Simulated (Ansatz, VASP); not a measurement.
# One calculation of Sc, two programs

```
Sc
1.0
     3.28099    0.00000    0.00000
    -1.64050    2.84142    0.00000
     0.00000    0.00000    5.22373
Sc
2
Direct
  0.33333 0.66667 0.25000
  0.66667 0.33333 0.75000
```

Change from the starting cell: volume scaled by 0.975, PAW files.

Alike in both runs: task electric field gradients; functional PBE; k mesh 13 × 13 × 7; occupations fermi-dirac, width 0.03 eV; no spin polarisation.

```csv
,VASP,Ansatz
version,VASP 6.6.1,Ansatz 0.2.0
potentials or method,"VASP PAW PBE potentials, release 64 (Sc_sv)","PAW with Ansatz's default frozen-core files, scalar-relativistic"
plane-wave cutoff (eV),520,420
valence electrons in the cell,22,22
```

VASP gave:

| Quantity | Value |
| --- | --- |
| pressure (GPa) | 0.7 |
| traceless stress, the component that is largest in VASP (GPa) | -1.21 |
| size of Vzz on the site where it differs most (V/Å²) | 10.2 |

**Question.** Estimate Ansatz's values.

**Answer.** Pressure (GPa): 0.7; traceless stress, the component that is largest in VASP (GPa): -1.22; size of Vzz on the site where it differs most (V/Å²): 9.5.

With one functional, cell and mesh, what is left measures potentials, basis and numerics.
